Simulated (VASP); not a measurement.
# NiO (Fm-3m) in VASP: single point with PBE+U

Aim: the single point of NiO with PBE+U.

Program: VASP 6.6.1. These are calculated values, not measurements. Logs are shortened: lines on timing, memory, paths and dates and some standing lists are left out, and cuts for length are marked.

## (1) The cell of the first run

The structure is cubic, space group Fm-3m (No. 225). The conventional cell has a = 4.268 Å, b = 4.268 Å, c = 4.268 Å, α = 90.00°, β = 90.00°, γ = 90.00°. Ni (site symmetry m-3m) has 6 O at 2.13 Å within 2.8 Å. O (site symmetry m-3m) has 6 Ni at 2.13 Å within 2.8 Å.

## (2) Single point, PBE+U

Input file INCAR:

```
  ALGO = Normal
  EDIFF = 1E-6
  ENCUT = 1340
  GGA = PE
  GGA_COMPAT = F
  ISIF = 2
  ISMEAR = 0
  LASPH = T
  LCHARG = F
  LDAU = T
  LDAUJ = 0 0
  LDAUL = 2 -1
  LDAUPRINT = 1
  LDAUTYPE = 2
  LDAUU = 6.2 0
  LMAXMIX = 4
  LREAL = F
  LWAVE = F
  NBANDS = 19
  NELM = 200
  PREC = Accurate
  SIGMA = 0.05
```

Input file KPOINTS:

```
k-points
0
Gamma
  10 10 10
```

Input file POSCAR:

```
NiO
1.0
    0.0000000000      2.1338354365      2.1338354365
    2.1338354365      0.0000000000      2.1338354365
    2.1338354365      2.1338354365      0.0000000000
Ni O
1 1
Direct
    0.0000000000      0.0000000000      0.0000000000
    0.5000000000      0.5000000000      0.5000000000
```

Potentials or basis: VASP PAW PBE potentials, release 64 (Ni_sv_GW, O_h).

The run is started by

```console
> cat potpaw_PBE.64/Ni_sv_GW/POTCAR potpaw_PBE.64/O_h/POTCAR > POTCAR
> mpirun -np 1 vasp_std > vasp.out
```

OUTCAR:

```text
EDIFF = 1E-6
   ENCUT = 1340
   GGA = PE
   ISIF = 2
   ISMEAR = 0
   LASPH = T
   LREAL = F
   NELM = 200
   PREC = Accurate

 ion  position               nearest neighbor table
   1  0.000  0.000  0.000-
   2  0.500  0.500  0.500-

  LATTYP: Found a face centered cubic cell.
 ALAT       =     4.2676708730

  Lattice vectors:

 A1 = (   0.0000000000,   2.1338354365,   2.1338354365)
 A2 = (   2.1338354365,   0.0000000000,   2.1338354365)
 A3 = (   2.1338354365,   2.1338354365,   0.0000000000)

Analysis of symmetry for initial positions (statically):
=====================================================================
 Subroutine PRICEL returns:
 Original cell was already a primitive cell.

 Routine SETGRP: Setting up the symmetry group for a
 face centered cubic supercell.

 Subroutine GETGRP returns: Found 48 space group operations
 (whereof 48 operations were pure point group operations)
 out of a pool of 48 trial point group operations.

The static configuration has the point symmetry O_h .

Analysis of symmetry for dynamics (positions and initial velocities):
=====================================================================
 Subroutine PRICEL returns:
 Original cell was already a primitive cell.

 Routine SETGRP: Setting up the symmetry group for a
 face centered cubic supercell.

 Subroutine GETGRP returns: Found 48 space group operations
 (whereof 48 operations were pure point group operations)
 out of a pool of 48 trial point group operations.

The dynamic configuration has the point symmetry O_h .

 Subroutine INISYM returns: Found 48 space group operations
 (whereof 48 operations are pure point group operations),
 and found     1 'primitive' translations

----------------------------------------------------------------------------------------

                                     Primitive cell

  volume of cell :      19.4318

  direct lattice vectors                    reciprocal lattice vectors
     0.000000000  2.133835437  2.133835437    -0.234319850  0.234319850  0.234319850
     2.133835437  0.000000000  2.133835437     0.234319850 -0.234319850  0.234319850
     2.133835437  2.133835437  0.000000000     0.234319850  0.234319850 -0.234319850

  length of vectors
     3.017699014  3.017699014  3.017699014     0.405853886  0.405853886  0.405853886

  position of ions in fractional coordinates (direct lattice)
     0.000000000  0.000000000  0.000000000
     0.500000000  0.500000000  0.500000000

  ion indices of the primitive-cell ions
   primitive index   ion index
                 1           1
                 2           2

----------------------------------------------------------------------------------------

 KPOINTS: k-points

Automatic generation of k-mesh.
 Grid dimensions read from file:
 generate k-points for:   10   10   10

 Generating k-lattice:

  Cartesian coordinates                     Fractional coordinates (reciprocal lattice)
    -0.023431985  0.023431985  0.023431985     0.100000000  0.000000000  0.000000000
     0.023431985 -0.023431985  0.023431985     0.000000000  0.100000000  0.000000000
     0.023431985  0.023431985 -0.023431985     0.000000000  0.000000000  0.100000000

  Length of vectors
     0.040585389  0.040585389  0.040585389

  Shift w.r.t. Gamma in fractional coordinates (k-lattice)
     0.000000000  0.000000000  0.000000000

 Subroutine IBZKPT returns following result:
 ===========================================

 Found     47 irreducible k-points:

 Following reciprocal coordinates:
            Coordinates               Weight
  0.000000  0.000000  0.000000      1.000000
  0.100000  0.000000  0.000000      8.000000
  0.200000  0.000000  0.000000      8.000000
  0.300000  0.000000  0.000000      8.000000
  0.400000  0.000000  0.000000      8.000000
  0.500000  0.000000  0.000000      4.000000
[... 16 lines left out ...]
  0.300000  0.300000  0.000000      6.000000
  0.400000  0.300000  0.000000     24.000000
 [... further k-points ...]
   k-points           NKPTS =     47   k-points in BZ     NKDIM =     47   number of bands    NBANDS=     19
   number of dos      NEDOS =    301   number of ions     NIONS =      2
   total plane-waves  NPLWV =  46656
   dimension x,y,z NGX =    36 NGY =   36 NGZ =   36
   dimension x,y,z NGXF=    72 NGYF=   72 NGZF=   72
   ions per type =               1   1
   NGX,Y,Z   is equivalent  to a cutoff of  19.83, 19.83, 19.83 a.u.
   NGXF,Y,Z  is equivalent  to a cutoff of  39.67, 39.67, 39.67 a.u.
 SYSTEM =  unknown system
   PREC   = accura    normal or accurate (medium, high low for compatibility)
   ISTART =      0    job   : 0-new  1-cont  2-samecut
   ICHARG =      2    charge: 1-file 2-atom 10-const
   ISPIN  =      1    spin polarized calculation?
   LNONCOLLINEAR =      F non collinear calculations
   LSORBIT =      F    spin-orbit coupling
   LASPH  =      T    aspherical Exc in radial PAW
   ENCUT  = 1340.0 eV  98.49 Ry    9.92 a.u.   9.01  9.01  9.01*2*pi/ulx,y,z
   NELM   =    200;   NELMIN=  2; NELMDL= -5     # of ELM steps
   EDIFF  = 0.1E-05   stopping-criterion for ELM
   LREAL  =      F    real-space projection
   EDIFFG = 0.1E-04   stopping-criterion for IOM
   NSW    =      0    number of steps for IOM
   IBRION =     -1    ionic relax: 0-MD 1-quasi-New 2-CG
   NFREE  =      0    steps in history (QN), initial steepest desc. (CG)
   ISIF   =      2    stress and relaxation
   ISYM   =      2    0-nonsym 1-usesym 2-fastsym
   POTIM  = 0.5000    time-step for ionic-motion
   TEBEG  =    0.0;   TEEND  =   0.0 temperature during run
   PSTRESS=    0.0 pullay stress
   NELECT =      24.0000    total number of electrons
   NUPDOWN=      -1.0000    fix difference up-down
   EMIN   =  10.00;   EMAX   =-10.00  energy-range for DOS
   EFERMI =   0.00;   METHOD = LEGACY
   ISMEAR =     0;   SIGMA  =   0.05  broadening in eV -4-tet -1-fermi 0-gaus
   EFERMI_NEDOS =   21; number of points for ismear=-14 and -15
   IALGO  =     38    algorithm
   IMIX   =      4    mixing-type and parameters
     AMIX     =   0.40;   BMIX     =  1.00
     AMIX_MAG =   1.60;   BMIX_MAG =  1.00
  volume/ion in A,a.u.               =       9.72        65.57
  Fermi-wavevector in a.u.,A,eV,Ry     =   1.756471  3.319249 41.976565  3.085190
  Thomas-Fermi vector in A             =   2.826015
   LORBIT       =      0    0 simple, 1 ext, 2 COOP (PROOUT), +10 PAW based schemes
 LDA+U is selected, type is set to LDAUTYPE =  2
   angular momentum for each species LDAUL =     2   -1
   U (eV)           for each species LDAUU =   6.2  0.0
   J (eV)           for each species LDAUJ =   0.0  0.0
   GGA     = PE    functional components
   LHFCALC =     F    Hartree Fock is set to
   AEXX    =    0.0000 exact exchange contribution
   IVDW    =     0    specifies the selected vdW correction
   LEPSILON=     F    determine dielectric tensor
   LRPA    =     F    only Hartree local field effects (RPA)
 non-spin polarized calculation
 Gauss-broadening in eV      SIGMA  =   0.05
  energy-cutoff  :     1340.00
  volume of cell :       19.43
 maximum number of plane-waves:      2200
   NGX = 17   NGY = 17   NGZ = 17

atom =   1  type =  1  l = 2

 onsite density matrix

spin component  1

  0.9250 -0.0000 -0.0000 -0.0000 -0.0000
 -0.0000  0.9250 -0.0000  0.0000  0.0000
 -0.0000 -0.0000  0.5962  0.0000  0.0000
 -0.0000  0.0000  0.0000  0.9250  0.0000
 -0.0000  0.0000  0.0000  0.0000  0.5962

spin component  2

  0.9250 -0.0000 -0.0000 -0.0000 -0.0000
 -0.0000  0.9250 -0.0000  0.0000  0.0000
 -0.0000 -0.0000  0.5962  0.0000  0.0000
 -0.0000  0.0000  0.0000  0.9250  0.0000
 -0.0000  0.0000  0.0000  0.0000  0.5962

 occupancies and eigenvectors

  o =  0.5962  v =  0.0000  0.0000 -0.9959 -0.0000  0.0901  0.0000  0.0000  0.0000  0.0000  0.0000      0.0000  0.0000  0.0000  0.0000  0.0000  0.0000  0.0000  0.0000  0.0000  0.0000
  o =  0.5962  v =  0.0000  0.0000  0.0000  0.0000  0.0000  0.0000  0.0000 -0.9959 -0.0000  0.0901      0.0000  0.0000  0.0000  0.0000  0.0000  0.0000  0.0000  0.0000  0.0000  0.0000
  o =  0.5962  v =  0.0000 -0.0000  0.0901  0.0000  0.9959  0.0000  0.0000  0.0000  0.0000  0.0000      0.0000  0.0000  0.0000  0.0000  0.0000  0.0000  0.0000  0.0000  0.0000  0.0000
  o =  0.5962  v =  0.0000  0.0000  0.0000  0.0000  0.0000  0.0000 -0.0000  0.0901  0.0000  0.9959      0.0000  0.0000  0.0000  0.0000  0.0000  0.0000  0.0000  0.0000  0.0000  0.0000
  o =  0.9250  v =  0.0000 -0.7038 -0.0000  0.7104 -0.0000  0.0000  0.0000  0.0000  0.0000  0.0000      0.0000  0.0000  0.0000  0.0000  0.0000  0.0000  0.0000  0.0000  0.0000  0.0000
  o =  0.9250  v =  0.0000  0.0000  0.0000  0.0000  0.0000  0.0000 -0.7038 -0.0000  0.7104 -0.0000      0.0000  0.0000  0.0000  0.0000  0.0000  0.0000  0.0000  0.0000  0.0000  0.0000
  o =  0.9250  v =  1.0000  0.0000  0.0000  0.0000  0.0000  0.0000  0.0000  0.0000  0.0000  0.0000      0.0000  0.0000  0.0000  0.0000  0.0000  0.0000  0.0000  0.0000  0.0000  0.0000
  o =  0.9250  v =  0.0000  0.0000  0.0000  0.0000  0.0000  1.0000  0.0000  0.0000  0.0000  0.0000      0.0000  0.0000  0.0000  0.0000  0.0000  0.0000  0.0000  0.0000  0.0000  0.0000
  o =  0.9250  v =  0.0000  0.0000  0.0000  0.0000  0.0000  0.0000 -0.7104 -0.0000 -0.7038  0.0000      0.0000  0.0000  0.0000  0.0000  0.0000  0.0000  0.0000  0.0000  0.0000  0.0000
  o =  0.9250  v =  0.0000 -0.7104 -0.0000 -0.7038  0.0000  0.0000  0.0000  0.0000  0.0000  0.0000      0.0000  0.0000  0.0000  0.0000  0.0000  0.0000  0.0000  0.0000  0.0000  0.0000

 number of electron      24.0000005 magnetization

 Free energy of the ion-electron system (eV)
  ---------------------------------------------------
  ext. energy  EPLUGINS =         0.00000000
  ---------------------------------------------------
  free energy    TOTEN  =        -7.87392571 eV

  energy without entropy =       -7.87188786  energy(sigma->0) =       -7.87290678

 E-fermi :   6.4221     XC(G=0): -12.5917

 val. band max:        6.4120364564   @ k =   0.3000   0.2000   0.0000
 cond. band min:       6.4273021183   @ k =  -0.4000   0.4000   0.1000
 fundamental gap:      0.0152656619
 Fermi energy:         6.4220618695

 k-point     1 :       0.0000    0.0000    0.0000
  band No.  band energies     occupation
      1     -95.7599      2.00000
      2     -56.1924      2.00000
      3     -56.1924      2.00000
      4     -56.1924      2.00000
      5     -13.4230      2.00000
      6       2.9930      2.00000
[... 11 lines left out ...]
     18      24.5931      0.00000
     19      28.1475      0.00000

 k-point     2 :       0.1000    0.0000    0.0000
  band No.  band energies     occupation
      1     -95.7597      2.00000
      2     -56.1948      2.00000
      3     -56.1928      2.00000
      4     -56.1928      2.00000
      5     -13.3250      2.00000
      6       2.4141      2.00000
[... 11 lines left out ...]
     18      25.9096      0.00000
     19      27.4798      0.00000

 k-point     3 :       0.2000    0.0000    0.0000
  band No.  band energies     occupation
      1     -95.7592      2.00000
      2     -56.2011      2.00000
      3     -56.1936      2.00000
      4     -56.1936      2.00000
      5     -13.0568      2.00000
      6       1.1582      2.00000
[... 11 lines left out ...]
     18      26.2285      0.00000
     19      27.4802      0.00000

 k-point     4 :       0.3000    0.0000    0.0000
  band No.  band energies     occupation
      1     -95.7586      2.00000
      2     -56.2088      2.00000
      3     -56.1947      2.00000
      4     -56.1947      2.00000
      5     -12.6979      2.00000
      6      -0.0900      2.00000
[... 407 lines left out ...]
     18      26.3918      0.00000
     19      29.5457      0.00000

 k-point    23 :       0.3000    0.3000    0.0000
  band No.  band energies     occupation
      1     -95.7582      2.00000
      2     -56.2077      2.00000
      3     -56.1987      2.00000
      4     -56.1987      2.00000
      5     -12.5747      2.00000
      6       0.1932      2.00000
[... 11 lines left out ...]
     18      22.4093      0.00000
     19      33.7125      0.00000

 k-point    24 :       0.4000    0.3000    0.0000
  band No.  band energies     occupation
      1     -95.7578      2.00000
      2     -56.2111      2.00000
      3     -56.2005      2.00000
      4     -56.1998      2.00000
      5     -12.3815      2.00000
      6      -0.0079      2.00000
[... 11 lines left out ...]
     18      22.9809      0.00000
     19      33.9300      0.00000

 [... further k-points ...]

------------------------ aborting loop because EDIFF is reached ----------------------------------------

  FORCE on cell =-STRESS in cart. coord.  units (eV):
  Direction    XX          YY          ZZ          XY          YZ          ZX
  --------------------------------------------------------------------------------------
  -------------------------------------------------------------------------------------
  Total       -1.5786636     -1.5786636     -1.5786636     -0.0000000      0.0000000     -0.0000000
  in kB     -130.1629583   -130.1629583   -130.1629583     -0.0000000      0.0000000     -0.0000000
  external PRESSURE =    -130.1629583 kB  Pullay stress =       0.0000000 kB

 VOLUME and BASIS-vectors are now :
 -----------------------------------------------------------------------------
  energy-cutoff  :     1340.00
  volume of cell :       19.43
      direct lattice vectors                 reciprocal lattice vectors
     0.000000000  2.133835437  2.133835437    -0.234319850  0.234319850  0.234319850
     2.133835437  0.000000000  2.133835437     0.234319850 -0.234319850  0.234319850
     2.133835437  2.133835437  0.000000000     0.234319850  0.234319850 -0.234319850

 POSITION                                       TOTAL-FORCE (eV/Angst)
 -----------------------------------------------------------------------------------
      0.00000      0.00000      0.00000         0.000000      0.000000      0.000000
      2.13384      2.13384      2.13384         0.000000      0.000000     -0.000000
 -----------------------------------------------------------------------------------
    total drift:                                0.000000      0.000000      0.000000

  FREE ENERGIE OF THE ION-ELECTRON SYSTEM (eV)
  ---------------------------------------------------
  free  energy   TOTEN  =        -7.8739257084 eV

  energy  without entropy=       -7.8718878561  energy(sigma->0) =       -7.87290678
```

Wall time 62 s (1 thread of Intel Xeon Platinum 8259CL at 2.50GHz (Skylake/Cascade Lake), shared host); peak memory 0.27 GiB.

What came out:

```yaml
Free_energy: -7.8739 eV
Pressure: -13.0 GPa
Band_gap_on_the_k_mesh: zero (bands 12 and 13 overlap by 2.56 eV)
```

Levels at points of the mesh, in eV from the Fermi level:
| k point | band 10 | band 11 | band 12 | band 13 | band 14 | band 15 |
| --- | --- | --- | --- | --- | --- | --- |
| (0.00, 0.00, 0.00) | -2.84 | -2.84 | -1.32 | -1.32 | 1.42 | 17.67 |
| (0.50, 0.00, 0.00) | -2.63 | -2.20 | 1.24 | 1.24 | 5.64 | 9.52 |
| (0.50, 0.50, 0.00) | -2.57 | -2.57 | -0.96 | -0.55 | 6.19 | 10.23 |

Eigenvalues of the final occupation matrices:
```tsv
site	spin	trace	eigenvalues
site 1 d	1	3.97	0.60 0.60 0.93 0.93 0.93
site 1 d	2	3.97	0.60 0.60 0.93 0.93 0.93
```

Caveat: the cell stands under tension; the run has no spin polarisation, though such a crystal can be magnetic; U without spin polarisation on a metal has little footing. Spin polarisation is off, so any magnetic state and its effect on volume and gap are missing.
